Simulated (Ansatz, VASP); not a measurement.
One calculation of Fe, two programs

Contents of INCAR:

```
SYSTEM = Fe
ALGO = Normal
EDIFF = 1E-7
ENCUT = 520
GGA = PE
ISIF = 2
ISMEAR = -1
ISPIN = 2
LASPH = .TRUE.
LCHARG = .FALSE.
LMAXMIX = 4
LORBIT = 11
LREAL = .FALSE.
LWAVE = .FALSE.
MAGMOM = 3
NBANDS = 14
NELM = 150
PREC = Accurate
SIGMA = 0.05
```

Contents of KPOINTS:

```
k-points
0
G
  16 16 16
  0 0 0
```

POSCAR

```
Fe
1.0
    0.0000000000      1.9481907004      1.9716337988
    1.5034179515      0.0000000000      1.9716337988
    1.5034179515      1.9481907004      0.0000000000
Fe
1
Direct
    0.0000000000      0.0000000000      0.0000000000
```

Input for Ansatz:

```yaml
crystal:
  lattice:
    - [0.0, 1.9481907004, 1.9716337988]
    - [1.5034179515, 0.0, 1.9716337988]
    - [1.5034179515, 1.9481907004, 0.0]
  atoms:
    - { symbol: Fe, position: [0.0, 0.0, 0.0], spin: 3.0 }
magnetization:
  spin_polarized: true
kpoints:
  mp_grid: { grid: [16, 16, 16] }
  band_path:
    path:
      - [0.0, 0.0, 0.0]
      - [0.5, 0.0, 0.5]
      - [0.5, 0.246480624, 0.746480624]
      - [0.5, 0.753519376, 0.253519376]
      - [0.5, 0.5, 0.0]
      - [0.9257107586, 0.5, 0.4257107586]
      - [0.0742892414, 0.5, 0.5742892414]
      - [0.0, 0.5, 0.5]
      - [0.076087883, 0.576087883, 0.5]
    npoints: 5
scf:
  occupations: { method: fermi_dirac, width: 0.05 }
hamiltonian:
  xc: pbe
  pseudopotentials: { kind: all_electron, lapw: { basis_error: 0.0005 } }
output:
  forces: true
  stress: true
  eigenvalues: true
```

Change from the starting cell: volume scaled by 1.01.

Alike in both runs: task single point; functional PBE; k mesh 16 × 16 × 16; occupations fermi-dirac, width 0.05 eV; collinear spin.

|  | VASP | Ansatz |
| --- | --- | --- |
| version | VASP 6.6.1 | Ansatz 0.2.0 |
| potentials or method | VASP PAW PBE potentials, release 64 (Fe), cutoff 520 eV | all-electron LAPW, scalar-relativistic |

Ansatz gave:

* pressure (GPa): -2.4
* traceless stress, the component that is largest in VASP (GPa): -5.23
* net moment per atom (μB): 2.21
* size of the moment on the site where the two differ most (μB): 2.27

Q: What did VASP give for the same quantities?

A: Pressure (GPa): -2.1; traceless stress, the component that is largest in VASP (GPa): -5.20; net moment per atom (μB): 2.25; size of the moment on the site where the two differ most (μB): 2.25.

Site moments also hang on the region over which each program counts them. Ansatz ran all-electron here, and VASP with PAW potentials.
